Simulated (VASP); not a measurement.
# Ag: single point with LDA

The system is Ag.

```
CELL_PARAMETERS angstrom
0.00000 2.04275 2.02232
2.04275 0.00000 2.02232
2.04275 2.04275 0.00000
ATOMIC_POSITIONS crystal
Ag 0.00000 0.00000 0.00000
```

This cell differs from its parent crystal: cell strained by -1.0% along z.

* Program: VASP 6.6.1
* Task: single point
* Functional: LDA
* Potentials or basis: VASP PAW LDA potentials, release 64 (Ag)
* Cutoff: 560 eV
* k mesh: 22 × 22 × 22
* Occupations: methfessel-paxton, width 0.05 eV
* Spin: non-collinear spin, zero start, spin-orbit coupling
* Starting moments: [[0.0, 0.0, 0.0]] μB

- Pressure: -6.3 GPa
- Net moment: 0.00 μB per cell
- Valence electrons inside the program's atomic spheres: Ag 9.88

Stress tensor (GPa, compression positive):
```
-6.42  0.00  0.00
 0.00 -6.42  0.00
 0.00  0.00 -6.08
```

Moments on the atoms (μB; x, y, z):
```
Ag  0.00 0.00 0.00
```

Run time: 19 min on 1 thread of Intel(R) Xeon(R) Platinum 8488C (Sapphire Rapids), on a shared host, peak memory 0.9 GiB.

Caveat: the cell differs from its parent crystal (cell strained by -1.0% along z); the cell stands under tension.
